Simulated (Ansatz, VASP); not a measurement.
## One calculation of Te2Mo, two programs

File POSCAR:

```
Te2Mo
1.0
    3.5421311455      0.0000000000      0.0000000000
   -1.7710655727      3.0675755555      0.0000000000
    0.0000000000      0.0000000000     13.7513718072
Mo Te
2 4
Direct
    0.3333333333      0.6666666667      0.2500000000
    0.6666666667      0.3333333333      0.7500000000
    0.6666666667      0.3333333333      0.3799782795
    0.6666666667      0.3333333333      0.1200217205
    0.3333333333      0.6666666667      0.8799782795
    0.3333333333      0.6666666667      0.6200217205
```

Contents of INCAR.step1:

```
SYSTEM = Te2Mo
PREC = Accurate
ENCUT = 520
ISMEAR = 0
SIGMA = 0.01
LREAL = .FALSE.
LASPH = .TRUE.
NELM = 80
NBANDS = 35
GGA = PE
ALGO = Normal
EDIFF = 1E-4
LWAVE = .TRUE.
LCHARG = .FALSE.
```

Contents of INCAR.step2:

```
SYSTEM = Te2Mo
PREC = Accurate
ENCUT = 520
EDIFF = 1E-6
ISMEAR = 0
SIGMA = 0.01
LREAL = .FALSE.
LASPH = .TRUE.
NELM = 80
ALGO = Normal
ISIF = 2
LWAVE = .FALSE.
LCHARG = .FALSE.
METAGGA = R2SCAN
LMIXTAU = .TRUE.
NBANDS = 35
ISTART = 1
```

Contents of KPOINTS:

```
regular mesh
0
G
  12 12 2
  0 0 0
```

Input for Ansatz:

```yaml
crystal:
  lattice:
    - [3.5421311455, 0.0, 0.0]
    - [-1.7710655727, 3.0675755555, 0.0]
    - [0.0, 0.0, 13.7513718072]
  atoms:
    - { symbol: Mo, position: [0.3333333333, 0.6666666667, 0.25] }
    - { symbol: Mo, position: [0.6666666667, 0.3333333333, 0.75] }
    - { symbol: Te, position: [0.6666666667, 0.3333333333, 0.3799782795] }
    - { symbol: Te, position: [0.6666666667, 0.3333333333, 0.1200217205] }
    - { symbol: Te, position: [0.3333333333, 0.6666666667, 0.8799782795] }
    - { symbol: Te, position: [0.3333333333, 0.6666666667, 0.6200217205] }
kpoints:
  mp_grid: { grid: [12, 12, 2] }
  band_path:
    path:
      - [0.0, 0.0, 0.0]
      - [0.5, 0.0, 0.0]
      - [0.3333333333, 0.3333333333, 0.0]
      - [0.0, 0.0, 0.5]
      - [0.5, 0.0, 0.5]
      - [0.3333333333, 0.3333333333, 0.5]
      - [0.195312, 0.197917, 0.0]
    npoints: 1
hamiltonian:
  xc: r2scan
scf:
  occupations: { method: fixed }
  n_extra_bands: 5
output:
  forces: true
  stress: true
  eigenvalues: true
```

Change from the starting cell: uniaxial_z strain -3.0%.

Alike in both runs: task single point; functional r2SCAN; k mesh 12 × 12 × 2; no spin polarisation.

|  | VASP | Ansatz |
| --- | --- | --- |
| version | VASP 6.6.1 | Ansatz 0.2.0 |
| potentials or method | VASP PAW PBE potentials, release 64 (Mo_sv, Te) | plane waves, PAW |
| plane-wave cutoff (eV) | 520 | 500 |
| occupations | gaussian, width 0.01 eV | fixed |
| valence electrons in the cell | 52 | 92 |

|  | VASP | Ansatz | Ansatz less VASP |
| --- | --- | --- | --- |
| gap on the k mesh at the Fermi level (eV) | 0.76 | 0.76 | +0.008 |
| pressure (GPa) | 2.2 | 2.1 | -0.12 |
| traceless stress, the component that is largest in VASP (GPa) | 0.85 | 0.78 | -0.062 |
| rms of the force components (eV/Å) | 0.002 | 0.014 | +0.0128 |

VASP's potentials were made for PBE, not for r2SCAN. Atom by atom the forces differ by 0.013 eV/Å (rms over components). VASP's potentials hold 52 valence electrons a cell and Ansatz's 92, so a difference there can come from the potentials and not from the codes.

Spin-orbit coupling is off throughout.
